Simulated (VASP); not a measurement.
Hf:

```
Hf
1.0
    -1.80500    1.80500    1.80500
     1.80500   -1.80500    1.80500
     1.80500    1.80500   -1.80500
Hf
1
Direct
  0.00000 0.00000 0.00000
```

- Program: VASP 6.6.1
- Task: relaxation of cell and atoms
- Functional: PBEsol
- Potentials or basis: VASP PAW PBE potentials, release 64 (Hf_pv)
- Cutoff: 600 eV
- k mesh: 9 × 9 × 9
- Occupations: fermi-dirac, width 0.3 eV
- Spin: no spin polarisation

At the start: pressure -7.5 GPa; volume 23.52 Å³/atom.

Task: Where does the relaxation end?

Result: Over 4 steps the energy falls by 46.3 meV/atom and the volume is 21.64 Å³/atom (-8.0 %); space group Im-3m (No. 229, to 0.05 Å).

The path:
| step | energy change (eV) | largest force (eV/Å) | pressure (GPa) | volume (Å³) |
| --- | --- | --- | --- | --- |
| 1 | 0.0000 | 0.0000 | -7.50 | 23.52 |
| 2 | 0.0011 | 0.0000 | 9.55 | 19.97 |
| 3 | -0.0463 | 0.0000 | -0.11 | 21.68 |
| 4 | -0.0463 | 0.0000 | 0.05 | 21.64 |

Final structure:
```
CELL_PARAMETERS angstrom
-1.75562 1.75562 1.75562
1.75562 -1.75562 1.75562
1.75562 1.75562 -1.75562
ATOMIC_POSITIONS crystal
Hf 0.00000 0.00000 0.00000
```

Caveat: the PAW data sets were made with another functional, which shifts forces and pressure a little.
